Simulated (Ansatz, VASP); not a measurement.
Ge2Sb2S in VASP and in Ansatz

```
CELL_PARAMETERS angstrom
4.56134 0.00000 0.00000
-2.28067 3.95024 0.00000
0.00000 0.00000 7.83912
ATOMIC_POSITIONS crystal
Ge 0.33333 0.66667 0.26217
Ge 0.66667 0.33333 0.73783
Sb 0.33333 0.66667 0.62930
Sb 0.66667 0.33333 0.37070
S 0.00000 0.00000 0.00000
```

Change from the starting cell: species swapped into the CaAl2Ge2 type (P-3m1, No. 164).

Alike in both runs: task relaxation of cell and atoms; functional PBE; k mesh 6 × 6 × 2; occupations gaussian, width 0.1 eV; no spin polarisation.

```csv
,VASP,Ansatz
version,VASP 6.6.1,Ansatz 0.2.0
potentials or method,"VASP PAW PBE potentials, release 64 (Ge_d, Sb, S), cutoff 600 eV","scalar-relativistic, plane waves, PAW"
valence electrons in the cell,44,64
```

```tsv
	VASP	Ansatz	Ansatz less VASP
gap on the k mesh at the Fermi level, each at its own relaxed structure (eV)	none	none	-
relaxed volume (Å³/atom)	23.69	23.68	-0.013
relaxed cell length with the largest relative difference (Å)	8.845	8.823	-0.0214
```

A gap of «none» marks a metal or a gap that the smearing closes. VASP's potentials hold 44 valence electrons a cell and Ansatz's 64, so a difference there can come from the potentials and not from the codes.

The k mesh is coarse, so the values compare programs but aren't converged. Neither program's run includes spin-orbit coupling. Noted on VASP's run: the volume moved by over 15 % at a fixed basis, so the end points are rough.
